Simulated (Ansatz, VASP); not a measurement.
## Zn6O in VASP and in Ansatz

```
Zn O
1.0
     2.99638    0.00000    0.00000
    -1.49819    2.59495    0.00000
     0.00000    0.00000   13.16051
Zn O
6 1
Direct
  0.33333 0.66667 0.23201
  0.00000 0.00000 0.01029
  0.00000 0.00000 0.38183
  0.33333 0.66667 0.53326
  0.00000 0.00000 0.68675
  0.33333 0.66667 0.84560
  0.33333 0.66667 0.08526
```

Alike in both runs: functional PBE; k mesh 6 × 6 × 2; occupations gaussian, width 0.2 eV; no spin polarisation.

Ansatz relaxed the structure, and its values are those at the end. VASP's run is a single point on that final structure, the one shown.

|  | VASP | Ansatz |
| --- | --- | --- |
| version | VASP 6.6.1 | Ansatz 0.2.0 |
| potentials or method | VASP PAW PBE potentials, release 64 (Zn, O), cutoff 520 eV | scalar-relativistic, plane waves, PAW |
| valence electrons in the cell | 78 | 78 |

```tsv
	VASP	Ansatz	Ansatz less VASP
gap on the k mesh at the Fermi level (eV)	none	none	-
pressure (GPa)	0.6	0.1	-0.51
rms of the force components (eV/Å)	0.012	0.010	-0.0012
```

A gap of «none» marks a metal or a gap that the smearing closes. The functional is the same, so the differences come from potentials, cutoffs and numerics.

The k mesh is coarse, so the values compare programs but aren't converged.
